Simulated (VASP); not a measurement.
Ga16HO24 (a cell with a defect) (H interstitial hop between voids), 41 atoms in the cell. The cell holds a defect, 41 atoms: a = 5.399 Å, b = 10.798 Å, c = 10.798 Å, α = 55.86°, β = 55.86°, γ = 55.86°. 

```yaml
Program: VASP 6.6.1
Task: single point
Functional: PBE
Potentials_or_basis: VASP PAW PBE potentials, release 64 (Ga_d, O, H)
Cutoff: 520 eV
k_mesh: 1 × 1 × 1
Occupations: fermi-dirac, width 0.01 eV
Spin: no spin polarisation
Dipole_correction: no
Charge: -1
Further_INCAR_settings: LREAL = Auto; ALGO = Normal; EDIFF = 1e-07; NBANDS = 202; NELECT = 354.0
```

Potentials or basis: VASP PAW PBE potentials, release 64 (Ga_d, O, H).

Run with:

```console
$ cat potpaw_PBE.64/Ga_d/POTCAR potpaw_PBE.64/O/POTCAR potpaw_PBE.64/H/POTCAR > POTCAR
$ mpirun -np 1 vasp_gam > vasp.out
```

Hardware: 1 thread of Intel(R) Xeon(R) Platinum 8488C (Sapphire Rapids) (shared host).

Task: How long does it take, and how much memory?

Result: Run time: 5.4 min on 1 thread of Intel(R) Xeon(R) Platinum 8488C (Sapphire Rapids) (shared host), peak memory 0.54 GiB. Counts: scf iterations 20, k points 1.
